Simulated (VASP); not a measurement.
# Zn (P6_3/mmc) in VASP: a series of runs, part 2 of 2

VASP 6.6.1. Earlier steps stand in the parts before.

### 5 Single point, r2SCAN50

File POSCAR:

```
Zn
1.0
    2.6700000000      0.0000000000      0.0000000000
   -1.3350000000      2.3122878281      0.0000000000
    0.0000000000      0.0000000000      4.9660000000
Zn
2
Direct
    0.6666666667      0.3333333333      0.7500000000
    0.3333333333      0.6666666667      0.2500000000
```

File INCAR.step1:

```
ALGO     = Normal         # electronic algorithm
EDIFF    = 1E-5           # SCF threshold, eV
ENCUT    = 520            # plane-wave cutoff, eV
GGA      = PE             # functional
ISIF     = 2              # what is computed and relaxed
ISMEAR   = -1             # smearing method
LASPH    = T              # aspherical terms in the spheres
LCHARG   = F              # write CHGCAR
LREAL    = F              # projectors in reciprocal space
LWAVE    = T              # write WAVECAR
NBANDS   = 19             # bands
NELM     = 100            # most SCF steps
PREC     = Accurate       # precision mode
SIGMA    = 0.05           # smearing width, eV
```

File INCAR.step2:

```
AEXX     = 0.5            # exact-exchange fraction
ALGO     = Normal         # electronic algorithm
EDIFF    = 1E-6           # SCF threshold, eV
ENCUT    = 520            # plane-wave cutoff, eV
ISIF     = 2              # what is computed and relaxed
ISMEAR   = -1             # smearing method
ISTART   = 1            
LASPH    = T              # aspherical terms in the spheres
LCHARG   = F              # write CHGCAR
LHFCALC  = T              # exact exchange
LMIXTAU  = T            
LREAL    = F              # projectors in reciprocal space
LWAVE    = F              # write WAVECAR
METAGGA  = R2SCAN         # meta-GGA
NBANDS   = 19             # bands
NELM     = 100            # most SCF steps
PREC     = Accurate       # precision mode
PRECFOCK = Normal       
SIGMA    = 0.05           # smearing width, eV
```

File KPOINTS:

```
k-points
0
Gamma
  6 6 3
```

Potentials or basis: VASP PAW PBE potentials, release 64 (Zn).

On the command line:

```sh
$ cat potpaw_PBE.64/Zn/POTCAR > POTCAR
$ cp INCAR.step1 INCAR
$ mpirun -np 1 vasp_std > vasp.out
$ cp INCAR.step2 INCAR
$ mpirun -np 1 vasp_std > vasp.out
```

OUTCAR:

```text
AEXX = 0.5
   EDIFF = 1E-6
   ENCUT = 520
   ISIF = 2
   ISMEAR = -1
   ISTART = 1
   LASPH = T
   LHFCALC = T
   LREAL = F
   METAGGA = R2SCAN
   NELM = 100
   PREC = Accurate
   PRECFOCK = Normal

 ion  position               nearest neighbor table
   1  0.667  0.333  0.750-   2 2.92   2 2.92   2 2.92   2 2.92   2 2.92   2 2.92
   2  0.333  0.667  0.250-   1 2.92   1 2.92   1 2.92   1 2.92   1 2.92   1 2.92

  LATTYP: Found a hexagonal cell.
 ALAT       =     2.6700000000
 C/A-ratio  =     1.8599250936

[... 494 lines left out ...]
------------------------ aborting loop because EDIFF is reached ----------------------------------------

  FORCE on cell =-STRESS in cart. coord.  units (eV):
  Direction    XX          YY          ZZ          XY          YZ          ZX
  --------------------------------------------------------------------------------------
  -------------------------------------------------------------------------------------
  Total       -0.9671595     -0.9671595      0.8139371      0.0000000     -0.0000000      0.0000000
  in kB      -50.5415818    -50.5415818     42.5345215      0.0000000     -0.0000000      0.0000000
  external PRESSURE =     -19.5162140 kB  Pullay stress =       0.0000000 kB

 VOLUME and BASIS-vectors are now :
 -----------------------------------------------------------------------------
  energy-cutoff  :      520.00
  volume of cell :       30.66
      direct lattice vectors                 reciprocal lattice vectors
     2.670000000  0.000000000  0.000000000     0.374531835  0.216236056  0.000000000
    -1.335000000  2.312287828  0.000000000     0.000000000  0.432472112  0.000000000
     0.000000000  0.000000000  4.966000000     0.000000000  0.000000000  0.201369311

 POSITION                                       TOTAL-FORCE (eV/Angst)
 -----------------------------------------------------------------------------------
      1.33500      0.77076      3.72450         0.000000     -0.000000      0.000000
     -0.00000      1.54153      1.24150        -0.000000      0.000000     -0.000000
 -----------------------------------------------------------------------------------
    total drift:                                0.000000      0.000000      0.000000

  FREE ENERGIE OF THE ION-ELECTRON SYSTEM (eV)
  ---------------------------------------------------
  free  energy   TOTEN  =       -11.6413431130 eV

  energy  without entropy=      -11.6400594671  energy(sigma->0) =      -11.64070129
```

OUTCAR.step1:

```text
EDIFF = 1E-5
   ENCUT = 520
   GGA = PE
   ISIF = 2
   ISMEAR = -1
[... 519 lines left out ...]
 -----------------------------------------------------------------------------------
      1.33500      0.77076      3.72450         0.000000     -0.000000      0.000000
     -0.00000      1.54153      1.24150        -0.000000      0.000000      0.000000
 -----------------------------------------------------------------------------------
    total drift:                               -0.000000      0.000000      0.000000

  FREE ENERGIE OF THE ION-ELECTRON SYSTEM (eV)
  ---------------------------------------------------
  free  energy   TOTEN  =        -2.1987396865 eV

  energy  without entropy=       -2.1914446169  energy(sigma->0) =       -2.19509215
```

OSZICAR.step1:

```text
N       E                     dE             d eps       ncg     rms          rms(c)
DAV:   1     0.111470427167E+03    0.11147E+03   -0.12269E+04   548   0.199E+03
DAV:   2     0.247851119683E+01   -0.10899E+03   -0.10526E+03   551   0.292E+02
DAV:   3    -0.237178260787E+01   -0.48503E+01   -0.48259E+01   603   0.679E+01
DAV:   4    -0.240153577212E+01   -0.29753E-01   -0.29745E-01   607   0.553E+00
DAV:   5    -0.240157134038E+01   -0.35568E-04   -0.35568E-04   583   0.174E-01    0.392E+00
DAV:   6    -0.221122699835E+01    0.19034E+00   -0.75278E-01   595   0.182E+01    0.298E+00
DAV:   7    -0.220285899208E+01    0.83680E-02   -0.25434E-02   678   0.264E+00    0.154E+00
DAV:   8    -0.219872869102E+01    0.41303E-02   -0.16670E-03   748   0.570E-01    0.456E-02
DAV:   9    -0.219873594129E+01   -0.72503E-05   -0.17654E-04   708   0.163E-01    0.349E-02
DAV:  10    -0.219873968655E+01   -0.37453E-05   -0.17861E-05   488   0.444E-02
   1 F= -.21987397E+01 E0= -.21950922E+01  d E =-.729507E-02
```

Run time: 53 min. Hardware: 1 thread of AMD EPYC 7R43 (Zen 3), shared host; peak memory 0.12 GiB.

Results:

```
Free energy            : -11.6413 eV
Pressure               : -2.0 GPa
Band gap on the k mesh : zero (bands 12 and 13 overlap by 6.32 eV)
```

Stress tensor (GPa, compression positive):
```
-5.05  0.00  0.00
 0.00 -5.05  0.00
 0.00  0.00  4.25
```

Caveat: the k points lie up to 0.45 Å⁻¹ apart, too coarse for converged energies and pressures of a metal; the PAW data sets were made with another functional, which shifts forces and pressure a little.

### 6 Summary

```csv
level,k mesh,cutoff (eV),smearing,grid for exact exchange (PRECFOCK),share of exact exchange,screening parameter,gap on the mesh (eV),pressure (GPa)
HSE06,6 × 6 × 3,520,fermi-dirac 0.05 eV,Normal,0.25,0.2079 1/Å,none,-0.3
revPBE,11 × 11 × 6,500,tetrahedron,-,-,-,none,1.8
PBE0+D3(BJ),7 × 7 × 4,520,fermi-dirac 0.05 eV,Normal,0.25,-,none,-5.9
r2SCAN50,6 × 6 × 3,520,fermi-dirac 0.05 eV,Normal,0.5,-,none,-2.0
```

Alike in all rows: task single point; potentials or basis VASP PAW PBE potentials, release 64 (Zn); no spin polarisation; cell as given.

Caveats: some runs use coarse meshes; the PAW data sets were made with another functional, which shifts forces and pressure a little.

Total energies depend on the potentials used, so only differences within one code and one set of settings carry meaning.
